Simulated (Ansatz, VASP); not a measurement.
O in VASP and in Ansatz

Contents of INCAR:

```
ALGO = Normal ; EDIFF = 1E-7
ENCUT = 520 ; GGA = PE
ISIF = 2 ; ISMEAR = -1
LASPH = True ; LCHARG = False
LREAL = False ; LWAVE = False
NBANDS = 20 ; NELM = 60
PREC = Accurate ; SIGMA = 0.05
```

Contents of KPOINTS:

```
k-points
0
Gamma
  7 7 9
```

POSCAR

```
O
1.0
    3.9180350126      0.0000000000      0.0000000000
    0.0000000000      3.8145534731      0.0000000000
   -1.0032567979      0.0000000000      2.9729743014
O
4
Direct
    0.3329660000      0.3058770000      0.1812950000
    0.6670340000      0.3058770000      0.3187050000
    0.6670340000      0.6941230000      0.8187050000
    0.3329660000      0.6941230000      0.6812950000
```

File input.yaml:

```yaml
crystal:
  lattice:
    - [3.9180350126, 0.0, 0.0]
    - [0.0, 3.8145534731, 0.0]
    - [-1.0032567979, 0.0, 2.9729743014]
  atoms:
    - { symbol: O, position: [0.332966, 0.305877, 0.181295] }
    - { symbol: O, position: [0.667034, 0.305877, 0.318705] }
    - { symbol: O, position: [0.667034, 0.694123, 0.818705] }
    - { symbol: O, position: [0.332966, 0.694123, 0.681295] }
hamiltonian:
  xc: pbe
  pseudopotentials: { kind: paw }
kpoints:
  mp_grid: { grid: [7, 7, 9] }
scf:
  occupations: { method: fermi_dirac, width: 0.05 }
output:
  forces: true
  stress: true
  eigenvalues: true
  write_density: true
  write_potential: true
  elf: true
  volumetric_format: npy
```

Alike in both runs: task single point; functional PBE; k mesh 7 × 7 × 9; occupations fermi-dirac, width 0.05 eV; no spin polarisation.

|  | VASP | Ansatz |
| --- | --- | --- |
| version | VASP 6.6.1 | Ansatz 0.2.0 |
| potentials or method | VASP PAW PBE potentials, release 64 (O) | Ansatz PAW |
| plane-wave cutoff (eV) | 520 | 420 |
| valence electrons in the cell | 24 | 24 |

|  | VASP | Ansatz | Ansatz less VASP |
| --- | --- | --- | --- |
| gap on the k mesh at the Fermi level (eV) | 0.66 | 0.66 | +0.002 |
| least direct gap on the mesh (eV) | 0.86 | 0.86 | -0.001 |
| pressure (GPa) | 0.4 | -2.1 | -2.56 |
| traceless stress, the component that is largest in VASP (GPa) | 2.35 | 5.17 | +2.821 |
| rms of the force components (eV/Å) | 0.476 | 1.030 | +0.5545 |

Atom by atom the forces differ by 0.560 eV/Å (rms over components). With one functional, cell and mesh, what is left measures potentials, basis and numerics.

Noted on VASP's run: the standard files for N, O and F lose accuracy on very short bonds; spin is off for a triplet molecule. Noted on Ansatz's run: Pulay correction over one GPa; spin is off for a triplet molecule; odd divisions of the mesh miss points on the zone boundary, where band edges often lie, so the gap on the mesh can be too wide.
